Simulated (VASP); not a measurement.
Te2Mo: single point with LDA

The system is Te2Mo.

```
Te Mo
1.0
     3.12915    0.00000    0.00000
    -1.56458    2.70993    0.00000
     0.00000    0.00000    6.88838
Te Mo
2 1
Direct
  0.33333 0.66667 0.72766
  0.33333 0.66667 0.27234
  0.00000 0.00000 0.00000
```

* Program: VASP 6.6.1
* Task: single point
* Functional: LDA
* Potentials or basis: VASP PAW LDA potentials, release 64 (Te, Mo_sv)
* Cutoff: 520 eV
* k mesh: 9 × 9 × 2
* Occupations: methfessel-paxton, width 0.1 eV
* Spin: no spin polarisation
* Dipole correction: no
* Further INCAR settings: ALGO = Normal; EDIFF = 1e-07; NBANDS = 20

```yaml
Pressure: 30.6 GPa
Largest_force: 0.046 eV/Å
Band_gap_on_the_k_mesh: zero (bands 13 and 14 overlap by 0.51 eV)
```

Forces on the atoms (eV/Å):
```
Te   0.000  0.000 -0.046
Te   0.000  0.000  0.046
Mo   0.000  0.000  0.000
```

Stress tensor (GPa, compression positive):
```
30.52  0.00  0.00
 0.00 30.52  0.00
 0.00  0.00 30.82
```

Levels at points of the mesh, in eV from the Fermi level:
| k point | band 9 | band 10 | band 11 | band 12 | band 13 | band 14 | band 15 | band 16 | band 17 | band 18 |
| --- | --- | --- | --- | --- | --- | --- | --- | --- | --- | --- |
| (0.00, 0.00, 0.00) | -1.71 | -1.71 | -1.55 | -0.64 | -0.64 | 4.28 | 4.28 | 4.64 | 4.64 | 6.19 |
| (0.00, 0.00, 0.50) | -1.68 | -1.68 | -1.18 | -0.69 | -0.69 | 4.01 | 4.01 | 5.00 | 5.00 | 7.52 |

It took 36 s on 1 thread of Intel Xeon 8259CL (shared host), peak memory 0.17 GiB.

Caveat: the k points lie up to 0.46 Å⁻¹ apart, too coarse for converged energies and pressures of a metal; spin-orbit coupling is left out, which moves the levels of the heavy elements.
